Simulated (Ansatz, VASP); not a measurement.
**One calculation of ZnF2, two programs**

```
Zn F
1.0
     4.66134    0.00000    0.00000
     0.00000    4.66134    0.00000
     0.00000    0.00000    3.10843
Zn F
2 4
Direct
  0.00000 0.00000 0.00000
  0.50000 0.50000 0.50000
  0.30389 0.30389 0.00000
  0.19611 0.80389 0.50000
  0.69611 0.69611 0.00000
  0.80389 0.19611 0.50000
```

Change from the starting cell: volume scaled by 1.020, atoms relaxed by PAW.

Alike in both runs: functional LDA; k mesh 4 × 4 × 6; no spin polarisation.

Ansatz relaxed the structure, and its values are those at the end. VASP's run is a single point on that final structure, the one shown.

|  | VASP | Ansatz |
| --- | --- | --- |
| version | VASP 6.6.1 | Ansatz 0.2.0 |
| potentials or method | VASP PAW LDA potentials, release 64 (Zn, F) | PAW with Ansatz's default frozen-core files, scalar-relativistic |
| plane-wave cutoff (eV) | 600 | 420 |
| occupations | gaussian, width 0.01 eV | fixed |
| valence electrons in the cell | 52 | 52 |

|  | VASP | Ansatz | Ansatz less VASP |
| --- | --- | --- | --- |
| pressure (GPa) | -1.9 | -2.5 | -0.64 |
| rms of the force components (eV/Å) | 0.007 | 0.000 | -0.0067 |

LDA's correlation is that of Perdew and Zunger in VASP and of Perdew and Wang (1992) in Ansatz. Ansatz's warnings: stress scf threshold loose.
